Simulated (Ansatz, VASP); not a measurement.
**Two plane-wave programs on Bi**

File POSCAR:

```
Bi
1.0
   -1.9814305318      1.9814305318      1.9814305318
    1.9814305318     -1.9814305318      1.9814305318
    1.9814305318      1.9814305318     -1.9814305318
Bi
1
Direct
    0.0000000000      0.0000000000      0.0000000000
```

Contents of INCAR.step1:

```
SYSTEM = Bi
PREC = Accurate
ENCUT = 520
EDIFF = 1E-5
ISMEAR = -1
SIGMA = 0.05
LREAL = .False.
LASPH = .True.
NELM = 100
ALGO = Normal
ISIF = 2
LWAVE = .True.
LCHARG = .False.
NBANDS = 14
GGA = PE
```

Contents of INCAR.step2:

```
SYSTEM = Bi
PREC = Accurate
ENCUT = 520
EDIFF = 1E-6
ISMEAR = -1
SIGMA = 0.05
LREAL = .False.
LASPH = .True.
NELM = 100
ALGO = Normal
ISIF = 2
LWAVE = .False.
LCHARG = .False.
GGA = PE
LHFCALC = .True.
AEXX = 0.25
HFSCREEN = 0.3
PRECFOCK = Normal
NBANDS = 14
ISTART = 1
```

The input KPOINTS:

```
regular mesh
0
Gamma
  5 5 5
  0 0 0
```

The input input.yaml:

```yaml
crystal:
  lattice:
    - [-1.9814305318, 1.9814305318, 1.9814305318]
    - [1.9814305318, -1.9814305318, 1.9814305318]
    - [1.9814305318, 1.9814305318, -1.9814305318]
  atoms:
    - { symbol: Bi, position: [0.0, 0.0, 0.0] }
hamiltonian:
  xc: { exchange: pbe, correlation: pbe, exx: { coeff: 0.25, omega: 0.3 } }
  pseudopotentials: { kind: paw }
kpoints:
  mp_grid: { grid: [5, 5, 5] }
  band_path:
    path:
      - [[0.0, 0.0, 0.0], [0.5, -0.5, 0.5], [0.0, 0.0, 0.5], [0.0, 0.0, 0.0], [0.25, 0.25, 0.25], [0.5, -0.5, 0.5]]
      - [[0.25, 0.25, 0.25], [0.0, 0.0, 0.5]]
    npoints: 4
scf:
  occupations: { method: fermi_dirac, width: 0.05 }
  n_extra_bands: 6
output:
  forces: true
  stress: true
  eigenvalues: true
  fatbands: false
```

Alike in both runs: functional PBE-based screened hybrid with a share of 0.25 of exact exchange and HFSCREEN = 0.3; k mesh 5 × 5 × 5; occupations fermi-dirac, width 0.05 eV; no spin polarisation.

|  | VASP | Ansatz |
| --- | --- | --- |
| version | VASP 6.6.1 | Ansatz 0.2.0 |
| potentials or method | VASP PAW PBE potentials, release 64 (Bi_d) | Ansatz PAW |
| plane-wave cutoff (eV) | 520 | 420 |
| valence electrons in the cell | 15 | 15 |
| task | single point | band structure |

```tsv
	VASP	Ansatz	Ansatz less VASP
gap on the k mesh at the Fermi level (eV)	none	none	-
pressure (GPa)	-0.9	-0.9	-0.01
```

VASP's potentials were made for PBE, not for PBE-based screened hybrid. A gap of «none» marks a metal or a gap that the smearing closes.

The k mesh is coarse, so the values compare programs but aren't converged. Spin-orbit coupling is off throughout.
